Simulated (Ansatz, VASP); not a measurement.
# Two plane-wave programs on CoO

```
Co O
1.0
     2.61615    0.00000    0.00000
     0.00000    2.61615    0.00000
     0.00000    0.00000    2.61615
Co O
1 1
Cartesian
  0.0000 0.0000 0.0000
  1.3081 1.3081 1.3081
```

Alike in both runs: task single point; functional PBE; k mesh 16 × 16 × 16; occupations gaussian, width 0.05 eV; collinear spin; Hubbard terms Co d U = 1.0 eV.

```csv
,VASP,Ansatz
version,VASP 6.6.1,Ansatz 0.2.0
potentials or method,"VASP PAW PBE potentials, release 64 (Co, O), cutoff 520 eV","scalar-relativistic, plane waves, PAW"
valence electrons in the cell,15,23
```

|  | VASP | Ansatz | Ansatz less VASP |
| --- | --- | --- | --- |
| gap on the k mesh at the Fermi level (eV) | 0.24 | 0.27 | +0.036 |
| least direct gap on the mesh (eV) | 0.28 | 0.32 | +0.037 |
| pressure (GPa) | 5.0 | 6.9 | +1.85 |
| net moment per atom (μB) | 1.50 | 1.50 | 0.000 |
| size of the moment on the site where the two differ most (μB) | 2.58 | 2.53 | -0.051 |

Site moments also hang on the region over which each program counts them. The programs project onto different local orbitals, so the same U acts differently, and such runs can settle in different states. VASP's potentials hold 15 valence electrons a cell and Ansatz's 23, so a difference there can come from the potentials and not from the codes.
